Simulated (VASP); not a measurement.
Mn:

```
Mn
1.0
     2.86429    0.00000    0.00000
     0.00000    2.86429    0.00000
     0.00000    0.00000    2.86429
Mn
2
Direct
  0.00000 0.00000 0.00000
  0.50000 0.50000 0.50000
```

This isn't the form of Mn at room conditions, which is a 58-atom cubic cell.

```yaml
Program: VASP 6.6.1
Task: relaxation of cell and atoms
Functional: RPBE
Potentials_or_basis: VASP PAW PBE potentials, release 64 (Mn_pv)
Cutoff: 600 eV
k_mesh: 11 × 11 × 11
Occupations: fermi-dirac, width 0.05 eV
Spin: collinear spin, antiferromagnetic start
Starting_moments: "[3.0, -3.0] μB"
```

At the start: pressure 9.2 GPa; volume 11.75 Å³/atom.

**Question.** Where does the relaxation end?

**Answer.** Over 3 steps the energy falls by 65.2 meV/atom and the volume is 14.00 Å³/atom (+19.1 %); space group Im-3m (No. 229, to 0.1 Å) before and after; moment 0.00 μB per cell.

The path:
```csv
step,energy change (eV),largest force (eV/Å),pressure (GPa),volume (Å³)
1,0.0000,0.0000,9.23,23.50
2,-0.1031,0.0000,4.42,25.88
3,-0.1303,0.0000,-0.09,27.99
```

Final structure:
```cif
data_structure
_symmetry_space_group_name_H-M 'P 1'
_symmetry_Int_Tables_number 1
_cell_length_a 3.0364
_cell_length_b 3.0364
_cell_length_c 3.0364
_cell_angle_alpha 90.000
_cell_angle_beta 90.000
_cell_angle_gamma 90.000
_cell_volume 27.99
loop_
_atom_site_label
_atom_site_type_symbol
_atom_site_fract_x
_atom_site_fract_y
_atom_site_fract_z
_atom_site_occupancy
Mn1 Mn 0.00000 0.00000 0.00000 1
Mn2 Mn 0.50000 0.50000 0.50000 1
```

Caveat: the volume moved by over 15 % at a fixed basis, so the end points are rough; the antiferromagnetic order is the one typed at the start, and another may lie lower; the PAW data sets were made with another functional, which shifts forces and pressure a little.
